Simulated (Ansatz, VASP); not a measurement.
## TaAs in VASP and in Ansatz

The input INCAR:

```
  PREC = Accurate
  ENCUT = 520
  EDIFF = 1E-7
  ISMEAR = -1
  SIGMA = 0.05
  LREAL = F
  LASPH = T
  NELM = 80
  ALGO = Normal
  ISIF = 2
  LWAVE = F
  LCHARG = F
  GGA = PS
  NBANDS = 24
```

KPOINTS

```
regular mesh
0
Gamma
  8 8 8
```

File POSCAR:

```
TaAs
1.0
   -1.7218133622      1.7218133622      5.8679415361
    1.7218133622     -1.7218133622      5.8679415361
    1.7218133622      1.7218133622     -5.8679415361
Ta As
2 2
Direct
    0.4999673000      0.4999673000      0.0000000000
    0.2499673000      0.7499673000      0.5000000000
    0.0826321200      0.0826321200      0.0000000000
    0.8326321200      0.3326321200      0.5000000000
```

input.yaml

```yaml
crystal:
  lattice:
    - [-1.7218133622, 1.7218133622, 5.8679415361]
    - [1.7218133622, -1.7218133622, 5.8679415361]
    - [1.7218133622, 1.7218133622, -5.8679415361]
  atoms:
    - { symbol: Ta, position: [0.4999673, 0.4999673, 0.0] }
    - { symbol: Ta, position: [0.2499673, 0.7499673, 0.5] }
    - { symbol: As, position: [0.08263212, 0.08263212, 0.0] }
    - { symbol: As, position: [0.83263212, 0.33263212, 0.5] }
kpoints:
  mp_grid: { grid: [8, 8, 8] }
  band_path:
    path:
      - [0.0, 0.0, 0.0]
      - [-0.5, 0.5, 0.0]
      - [-0.5, 0.5, -0.0430497462]
      - [-0.2715248731, 0.2715248731, -0.2715248731]
      - [0.0, 0.0, 0.0]
      - [0.5, 0.5, -0.5]
      - [0.2715248731, 0.7284751269, -0.7284751269]
      - [0.0, 0.5, -0.5]
    npoints: 6
scf:
  occupations: { method: fermi_dirac, width: 0.05 }
hamiltonian:
  xc: pbesol
  pseudopotentials: { kind: all_electron, lapw: { basis_error: 0.002 } }
output:
  forces: true
  stress: true
  eigenvalues: true
```

Alike in both runs: functional PBEsol; k mesh 8 × 8 × 8; occupations fermi-dirac, width 0.05 eV; no spin polarisation.

```csv
,VASP,Ansatz
version,VASP 6.6.1,Ansatz 0.2.0
potentials or method,"VASP PAW PBE potentials, release 64 (Ta_pv, As), cutoff 520 eV","all-electron LAPW, scalar-relativistic"
task,single point,band structure
```

```tsv
	VASP	Ansatz	Ansatz less VASP
gap on the k mesh at the Fermi level (eV)	none	none	-
pressure (GPa)	-3.2	-3.7	-0.55
traceless stress, the component that is largest in VASP (GPa)	-0.25	-0.18	+0.066
rms of the force components (eV/Å)	0.015	0.013	-0.0015
```

VASP's potentials were made for PBE, not for PBEsol. Atom by atom the forces differ by 0.002 eV/Å (rms over components). A gap of «none» marks a metal or a gap that the smearing closes. Ansatz ran all-electron here, and VASP with PAW potentials.

Spin-orbit coupling is off throughout. Noted on Ansatz's run: the k mesh is thin for a metal, which can move the energy by tens of meV per atom.
